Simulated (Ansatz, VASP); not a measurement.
HfCo: VASP beside Ansatz

```xyz
2
Lattice="3.1953 0.0000 0.0000 0.0000 3.1953 0.0000 0.0000 0.0000 3.1953" Properties=species:S:1:pos:R:3 pbc="T T T"
Hf    1.5977    1.5977    1.5977
Co    0.0000    0.0000    0.0000
```

Alike in both runs: task single point; functional PBEsol; k mesh 9 × 9 × 9; occupations fermi-dirac, width 0.05 eV; collinear spin.

|  | VASP | Ansatz |
| --- | --- | --- |
| version | VASP 6.6.1 | Ansatz 0.2.0 |
| potentials or method | VASP PAW PBE potentials, release 64 (Hf_pv, Co), cutoff 520 eV | all-electron (LAPW or listed datasets) |

Ansatz gave:

| Quantity | Value |
| --- | --- |
| net moment per atom (μB) | 0.45 |
| size of the moment on the site where the two differ most (μB) | 1.05 |

Task: Which values does VASP return?

Result: net moment per atom (μB): 0.17; size of the moment on the site where the two differ most (μB): 0.44.

The net moments are unlike, so the other rows may belong to different states. VASP's potentials were made for PBE, not for PBEsol. Site moments also hang on the region over which each program counts them. Ansatz ran all-electron here, and VASP with PAW potentials.

Spin-orbit coupling is off throughout.
